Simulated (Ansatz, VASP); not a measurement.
# LiH in VASP and in Ansatz

Contents of INCAR:

```
PREC = Accurate
ENCUT = 520
EDIFF = 1E-8
ISMEAR = -1
SIGMA = 0.05
LREAL = False
LASPH = True
NELM = 100
ALGO = Normal
ISIF = 2
LWAVE = False
LCHARG = False
GGA = PE
LEFG = True
NBANDS = 9
```

The input KPOINTS:

```
regular mesh
0
Gamma
  13 13 13
```

Contents of POSCAR:

```
LiH
1.0
   -0.0857940890      2.1019551797      2.1019551797
    2.1019551797     -0.0857940890      2.1019551797
    2.1019551797      2.1019551797     -0.0857940890
Li H
1 1
Direct
    0.0000000000      0.0000000000      0.0000000000
    0.2500000000      0.2500000000      0.2500000000
```

Input for Ansatz:

```yaml
crystal:
  lattice:
    - [-0.085794089, 2.1019551797, 2.1019551797]
    - [2.1019551797, -0.085794089, 2.1019551797]
    - [2.1019551797, 2.1019551797, -0.085794089]
  atoms:
    - { symbol: Li, position: [0.0, 0.0, 0.0] }
    - { symbol: H, position: [0.25, 0.25, 0.25] }
kpoints:
  mp_grid: { grid: [13, 13, 13] }
scf:
  occupations: { method: fermi_dirac, width: 0.05 }
hamiltonian:
  xc: pbe
  pseudopotentials: { kind: paw }
output:
  forces: true
  stress: true
  eigenvalues: true
  efg: { contact_densities: true }
```

Change from the starting cell: equal xy, yz and zx shear strains of -4 %, PAW files.

Alike in both runs: task electric field gradients; functional PBE; k mesh 13 × 13 × 13; occupations fermi-dirac, width 0.05 eV; no spin polarisation.

```csv
,VASP,Ansatz
version,VASP 6.6.1,Ansatz 0.2.0
potentials or method,"VASP PAW PBE potentials, release 64 (Li_sv, H)","PAW with Ansatz's default frozen-core files, scalar-relativistic"
plane-wave cutoff (eV),520,420
valence electrons in the cell,4,4
```

Ansatz gave:

| Quantity | Value |
| --- | --- |
| gap on the k mesh at the Fermi level (eV) | 4.18 |
| rms of the force components (eV/Å) | 0.079 |
| size of Vzz on the site where it differs most (V/Å²) | 0.3 |

Task: Which values does VASP return?

Result: gap on the k mesh at the Fermi level (eV): 4.19; rms of the force components (eV/Å): 0.081; size of Vzz on the site where it differs most (V/Å²): 0.1.

Atom by atom the forces differ by 0.002 eV/Å (rms over components). With one functional, cell and mesh, what is left measures potentials, basis and numerics.

Noted on VASP's run: the cutoff is under 1.25 times that of the potentials, so the pressure is a little rough.
